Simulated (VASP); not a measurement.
Runs of VASP 6.6.1 on Ga. The structure is that of space group I4/mmm (No. 139), or close to it. The cells are those of the table. 

```tsv
task	cell	cutoff (eV)	gap on the mesh (eV)	pressure (GPa)
relaxation of shape and atoms at fixed volume	relaxed from a = 3.077 Å, angles 124.7, 124.7, 82.1°, 1 atom	600	none	-3.0
single point	a = 3.016 Å, angles 124.6, 124.6, 82.2°, 1 atom	520	none	0.0
single point	a = 2.918 Å, angles 124.4, 124.4, 82.6°, 1 atom	520	none	(a)
single point	a = 2.951 Å, angles 124.4, 124.4, 82.5°, 1 atom	520	none	4.3
single point	a = 2.883 Å, angles 124.2, 124.2, 82.9°, 1 atom	520	none	(b)
single point	a = 2.984 Å, angles 124.5, 124.5, 82.4°, 1 atom	520	none	1.9
```

Alike in all rows: level r2SCAN; potentials or basis VASP PAW PBE potentials, release 64 (Ga_d); no spin polarisation; k mesh 20 × 20 × 20; smearing gaussian 0.1 eV.

Q: Fill in the values left out.

A: (a) 7.1; (b) 10.3.

Caveats: the PAW data sets were made with another functional, which shifts forces and pressure a little; the cell stands under pressure (at least some runs).

A k mesh can miss the band edges, and the runs leave out spin-orbit coupling on Ga.

A gap of «none» marks levels without a gap at the run's occupations.
